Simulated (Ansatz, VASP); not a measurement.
Two plane-wave programs on Zn2Cd3S5

Contents of INCAR:

```
SYSTEM = Zn2Cd3S5
PREC = Accurate
ENCUT = 520
EDIFF = 1E-7
ISMEAR = 0
SIGMA = 0.1
LREAL = .False.
LASPH = .True.
NELM = 80
ALGO = Normal
ISIF = 2
LWAVE = .False.
LCHARG = .False.
GGA = PE
NBANDS = 56
```

The input KPOINTS:

```
regular mesh
0
Gamma
  4 4 4
  0 0 0
```

Contents of POSCAR:

```
Zn2Cd3S5
1.0
    0.0000000000     -4.0325256844      0.0000000000
    4.0325256844      0.0000000000      0.0000000000
   -2.0162628422      2.0162628422     14.4801998330
Zn Cd S
2 3 5
Direct
    0.5443332775      0.0443332775      0.0886665550
    0.9556667225      0.4556667225      0.9113334450
    0.1424402641      0.6424402641      0.2848805282
    0.7500000000      0.2500000000      0.5000000000
    0.3575597359      0.8575597359      0.7151194718
    0.9115562832      0.9115562832      0.8231125664
    0.5000000000      0.5000000000      1.0000000000
    0.0884437168      0.0884437168      0.1768874336
    0.6962160598      0.6962160598      0.3924321196
    0.3037839402      0.3037839402      0.6075678804
```

Input for Ansatz:

```yaml
crystal:
  lattice:
    - [0.0, -4.0325256844, 0.0]
    - [4.0325256844, 0.0, 0.0]
    - [-2.0162628422, 2.0162628422, 14.480199833]
  atoms:
    - { symbol: Zn, position: [0.5443332775, 0.0443332775, 0.088666555] }
    - { symbol: Zn, position: [0.9556667225, 0.4556667225, 0.911333445] }
    - { symbol: Cd, position: [0.1424402641, 0.6424402641, 0.2848805282] }
    - { symbol: Cd, position: [0.75, 0.25, 0.5] }
    - { symbol: Cd, position: [0.3575597359, 0.8575597359, 0.7151194718] }
    - { symbol: S, position: [0.9115562832, 0.9115562832, 0.8231125664] }
    - { symbol: S, position: [0.5, 0.5, 1.0] }
    - { symbol: S, position: [0.0884437168, 0.0884437168, 0.1768874336] }
    - { symbol: S, position: [0.6962160598, 0.6962160598, 0.3924321196] }
    - { symbol: S, position: [0.3037839402, 0.3037839402, 0.6075678804] }
basis:
  ecutwfc: 420
kpoints:
  mp_grid: { grid: [4, 4, 4] }
hamiltonian:
  xc: pbe
scf:
  occupations: { method: gaussian, width: 0.1 }
  lower_state_search: "off"
output:
  forces: true
  stress: true
  eigenvalues: true
```

Alike in both runs: task single point; functional PBE; k mesh 4 × 4 × 4; occupations gaussian, width 0.1 eV; no spin polarisation.

|  | VASP | Ansatz |
| --- | --- | --- |
| version | VASP 6.6.1 | Ansatz 0.2.0 |
| potentials or method | VASP PAW PBE potentials, release 64 (Zn, Cd, S), cutoff 520 eV | scalar-relativistic, plane waves, PAW |
| valence electrons in the cell | 90 | 114 |

Ansatz gave:

```
gap on the k mesh at the Fermi level (eV)                     : 1.27
least direct gap on the mesh (eV)                             : 1.27
pressure (GPa)                                                : 0.0
traceless stress, the component that is largest in VASP (GPa) : -0.12
rms of the force components (eV/Å)                            : 0.004
```

Q: Which values does VASP return?

A: gap on the k mesh at the Fermi level (eV): 1.27; least direct gap on the mesh (eV): 1.27; pressure (GPa): 0.3; traceless stress, the component that is largest in VASP (GPa): -0.10; rms of the force components (eV/Å): 0.009.

Atom by atom the forces differ by 0.006 eV/Å (rms over components). The functional is the same, so the differences come from potentials, cutoffs and numerics. VASP's potentials hold 90 valence electrons a cell and Ansatz's 114, so a difference there can come from the potentials and not from the codes.
